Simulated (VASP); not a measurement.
# GeB2I3 (P4/mmm) in VASP: single point with PBE

Aim: the single point of GeB2I3 with PBE.

All numbers are computed with VASP 6.6.1; they aren't measurements. Logs are shortened: lines on timing, memory, paths and dates and some standing lists are left out, and cuts for length are marked.

**1. The cell of the first run**

It takes space group P4/mmm (No. 123, tetragonal). The conventional cell has a = 3.807 Å, b = 3.807 Å, c = 12.833 Å, α = 90.00°, β = 90.00°, γ = 90.00°. Within 4.3 Å of Ge (site symmetry 4/mmm) lie 8 I at 3.25 Å and 4 Ge at 3.81 Å. Within 2.1 Å of B (site symmetry 4mm) lie 1 B at 1.60 Å. I (site symmetry 4mm) has 4 Ge at 3.25 Å and 5 I at 3.65 to 3.81 Å within 4.3 Å. Within 3.9 Å of I (site symmetry 4/mmm) lie 8 B at 2.81 Å and 4 I at 3.81 Å.

The cell was generated, and may not be a known phase.

**2. Single point, PBE**

Contents of INCAR:

```
ALGO = Normal
EDIFF = 1E-7
ENCUT = 520
GGA = PE
ISIF = 2
ISMEAR = 0
LASPH = True
LCHARG = True
LELF = True
LREAL = False
LVHAR = True
LWAVE = False
NBANDS = 30
NELM = 80
PREC = Accurate
SIGMA = 0.1
```

Contents of KPOINTS:

```
k-points
0
Gamma
  10 10 4
```

Contents of POSCAR:

```
GeB2I3
1.0
    3.8068741559      0.0000000000      0.0000000000
    0.0000000000      3.8068741559      0.0000000000
    0.0000000000      0.0000000000     12.8329718076
Ge B I
1 2 3
Direct
    0.5000000000      0.5000000000      0.0000000000
    0.5000000000      0.5000000000      0.4374944646
    0.5000000000      0.5000000000      0.5625055354
    0.0000000000      0.0000000000      0.8578376253
    0.0000000000      0.0000000000      0.1421623747
    0.0000000000      0.0000000000      0.5000000000
```

Potentials or basis: VASP PAW PBE potentials, release 64 (Ge_d, B, I).

Started as:

```sh
cat potpaw_PBE.64/Ge_d/POTCAR potpaw_PBE.64/B/POTCAR potpaw_PBE.64/I/POTCAR > POTCAR
mpirun -np 1 vasp_std > vasp.out
```

OUTCAR:

```text
EDIFF = 1E-7
   ENCUT = 520
   GGA = PE
   ISIF = 2
   ISMEAR = 0
   LASPH = True
   LREAL = False
   NELM = 80
   PREC = Accurate

 ion  position               nearest neighbor table
   1  0.500  0.500  0.000-
   2  0.500  0.500  0.437-   3 1.60   6 2.81   6 2.81   6 2.81   6 2.81
   3  0.500  0.500  0.563-   2 1.60   6 2.81   6 2.81   6 2.81   6 2.81
   4  0.000  0.000  0.858-
   5  0.000  0.000  0.142-
   6  0.000  0.000  0.500-   2 2.81   3 2.81   2 2.81   3 2.81   2 2.81   3 2.81   2 2.81   3 2.81

  LATTYP: Found a simple tetragonal cell.
 ALAT       =     3.8068741559
 C/A-ratio  =     3.3709997447

  Lattice vectors:

 A1 = (   3.8068741559,   0.0000000000,   0.0000000000)
 A2 = (   0.0000000000,   3.8068741559,   0.0000000000)
 A3 = (   0.0000000000,   0.0000000000,  12.8329718076)

Analysis of symmetry for initial positions (statically):
=====================================================================
 Subroutine PRICEL returns:
 Original cell was already a primitive cell.

 Routine SETGRP: Setting up the symmetry group for a
 simple tetragonal supercell.

 Subroutine GETGRP returns: Found 16 space group operations
 (whereof 16 operations were pure point group operations)
 out of a pool of 16 trial point group operations.

The static configuration has the point symmetry D_4h.

Analysis of symmetry for dynamics (positions and initial velocities):
=====================================================================
 Subroutine PRICEL returns:
 Original cell was already a primitive cell.

 Routine SETGRP: Setting up the symmetry group for a
 simple tetragonal supercell.

 Subroutine GETGRP returns: Found 16 space group operations
 (whereof 16 operations were pure point group operations)
 out of a pool of 16 trial point group operations.

The dynamic configuration has the point symmetry D_4h.

 Subroutine INISYM returns: Found 16 space group operations
 (whereof 16 operations are pure point group operations),
 and found     1 'primitive' translations

----------------------------------------------------------------------------------------

                                     Primitive cell
[... 91 lines left out ...]
   ISTART =      0    job   : 0-new  1-cont  2-samecut
   ICHARG =      2    charge: 1-file 2-atom 10-const
   ISPIN  =      1    spin polarized calculation?
   LNONCOLLINEAR =      F non collinear calculations
   LSORBIT =      F    spin-orbit coupling
   LASPH  =      T    aspherical Exc in radial PAW
   ENCUT  =  520.0 eV  38.22 Ry    6.18 a.u.   7.08  7.08 23.86*2*pi/ulx,y,z
   NELM   =     80;   NELMIN=  2; NELMDL= -5     # of ELM steps
   EDIFF  = 0.1E-06   stopping-criterion for ELM
   LREAL  =      F    real-space projection
   EDIFFG = 0.1E-05   stopping-criterion for IOM
   NSW    =      0    number of steps for IOM
   IBRION =     -1    ionic relax: 0-MD 1-quasi-New 2-CG
   NFREE  =      0    steps in history (QN), initial steepest desc. (CG)
   ISIF   =      2    stress and relaxation
   ISYM   =      2    0-nonsym 1-usesym 2-fastsym
   POTIM  = 0.5000    time-step for ionic-motion
   TEBEG  =    0.0;   TEEND  =   0.0 temperature during run
   PSTRESS=    0.0 pullay stress
   NELECT =      41.0000    total number of electrons
   NUPDOWN=      -1.0000    fix difference up-down
   EMIN   =  10.00;   EMAX   =-10.00  energy-range for DOS
   EFERMI =   0.00;   METHOD = LEGACY
   ISMEAR =     0;   SIGMA  =   0.10  broadening in eV -4-tet -1-fermi 0-gaus
   EFERMI_NEDOS =   21; number of points for ismear=-14 and -15
   IALGO  =     38    algorithm
   IMIX   =      4    mixing-type and parameters
     AMIX     =   0.40;   BMIX     =  1.00
     AMIX_MAG =   1.60;   BMIX_MAG =  1.00
  volume/ion in A,a.u.               =      31.00       209.17
  Fermi-wavevector in a.u.,A,eV,Ry     =   0.988966  1.868875 13.307229  0.978054
  Thomas-Fermi vector in A             =   2.120531
   LORBIT       =      0    0 simple, 1 ext, 2 COOP (PROOUT), +10 PAW based schemes
   GGA     = PE    functional components
   LHFCALC =     F    Hartree Fock is set to
   AEXX    =    0.0000 exact exchange contribution
   IVDW    =     0    specifies the selected vdW correction
   LEPSILON=     F    determine dielectric tensor
   LRPA    =     F    only Hartree local field effects (RPA)
 non-spin polarized calculation
 Gauss-broadening in eV      SIGMA  =   0.10
  energy-cutoff  :      520.00
  volume of cell :      185.98
 maximum number of plane-waves:      5042
   NGX = 15   NGY = 15   NGZ = 47

 number of electron      40.9999972 magnetization

 Free energy of the ion-electron system (eV)
  ---------------------------------------------------
  ext. energy  EPLUGINS =         0.00000000
  ---------------------------------------------------
  free energy    TOTEN  =       -15.77627109 eV

  energy without entropy =      -15.76365402  energy(sigma->0) =      -15.76996255

 E-fermi :   2.9045     XC(G=0):  -8.2340

 val. band max:        2.8998665909   @ k =   0.3000   0.0000   0.5000
 cond. band min:       2.9629707715   @ k =   0.1000   0.1000   0.5000
 fundamental gap:      0.0631041806
 Fermi energy:         2.9045046931

 k-point     1 :       0.0000    0.0000    0.0000
  band No.  band energies     occupation
      1     -22.6408      2.00000
      2     -22.6360      2.00000
      3     -22.6312      2.00000
      4     -22.6312      2.00000
      5     -22.6306      2.00000
      6     -11.6523      2.00000
[... 781 lines left out ...]
     29       8.5277      0.00000
     30       8.5926      0.00000

 [... further k-points ...]
[... 5 lines left out ...]
  --------------------------------------------------------------------------------------
  -------------------------------------------------------------------------------------
  Total       -0.0243737     -0.0243737      0.0152086      0.0000000     -0.0000000      0.0000000
  in kB       -0.2099751     -0.2099751      0.1310193      0.0000000     -0.0000000      0.0000000
  external PRESSURE =      -0.0963103 kB  Pullay stress =       0.0000000 kB

 VOLUME and BASIS-vectors are now :
 -----------------------------------------------------------------------------
  energy-cutoff  :      520.00
  volume of cell :      185.98
      direct lattice vectors                 reciprocal lattice vectors
     3.806874156  0.000000000  0.000000000     0.262682705  0.000000000  0.000000000
     0.000000000  3.806874156  0.000000000     0.000000000  0.262682705  0.000000000
     0.000000000  0.000000000 12.832971808     0.000000000  0.000000000  0.077924273

 POSITION                                       TOTAL-FORCE (eV/Angst)
 -----------------------------------------------------------------------------------
      1.90344      1.90344      0.00000        -0.000000     -0.000000      0.000000
      1.90344      1.90344      5.61435         0.000000     -0.000000     -0.014528
      1.90344      1.90344      7.21862        -0.000000      0.000000      0.014528
      0.00000      0.00000     11.00861        -0.000000     -0.000000     -0.000565
      0.00000      0.00000      1.82437        -0.000000      0.000000      0.000565
      0.00000      0.00000      6.41649        -0.000000     -0.000000      0.000000
 -----------------------------------------------------------------------------------
    total drift:                                0.000000      0.000000     -0.000000

  FREE ENERGIE OF THE ION-ELECTRON SYSTEM (eV)
  ---------------------------------------------------
  free  energy   TOTEN  =       -15.7762710857 eV

  energy  without entropy=      -15.7636540239  energy(sigma->0) =      -15.76996255
```

Run time: 4.4 min. Hardware: 1 thread of Intel Xeon Platinum 8259CL at 2.50GHz (Skylake/Cascade Lake), shared host; peak memory 0.48 GiB.

What came out:

- Free energy: -15.7763 eV
- Pressure: 0.0 GPa
- Largest force: 0.015 eV/Å
- Band gap on the k mesh: zero (an odd number of electrons rules out a gap without spin polarisation)

Forces in eV/Å, atoms in the order of the input:
```
Ge   0.000  0.000  0.000
B    0.000  0.000 -0.015
B    0.000  0.000  0.015
I    0.000  0.000 -0.001
I    0.000  0.000  0.001
I    0.000  0.000  0.000
```

Levels at points of the mesh, in eV from the Fermi level:
```csv
k point,band 16,band 17,band 18,band 19,band 20,band 21,band 22,band 23,band 24,band 25
"(0.00, 0.00, 0.00)",-1.78,-1.78,-0.76,-0.76,-0.25,0.49,1.38,3.12,3.12,3.35
"(0.50, 0.00, 0.00)",-1.95,-1.35,-1.15,-0.71,-0.67,-0.31,-0.16,0.54,1.68,1.83
"(0.50, 0.50, 0.00)",-3.08,-2.58,-2.45,-1.84,-0.66,-0.02,0.48,1.13,1.13,1.84
"(0.00, 0.00, 0.50)",-1.78,-1.78,-0.76,-0.76,-0.29,0.51,1.45,3.11,3.11,3.35
"(0.50, 0.00, 0.50)",-1.95,-1.36,-1.24,-0.71,-0.67,-0.31,-0.15,0.49,1.72,1.83
"(0.50, 0.50, 0.50)",-3.08,-2.72,-2.27,-1.84,-0.72,-0.05,0.51,1.08,1.08,1.92
```

Caveat: spin-orbit coupling is left out, which moves the levels of the heavy elements; this functional lacks dispersion, which binds layers or chains, so the pressure and a relaxed spacing across them are unreliable; an odd number of electrons without spin polarisation forces a metal; a magnetic or distorted state may lie lower.

The gap in the log of VASP goes by the Fermi energy; the results here count the filled bands.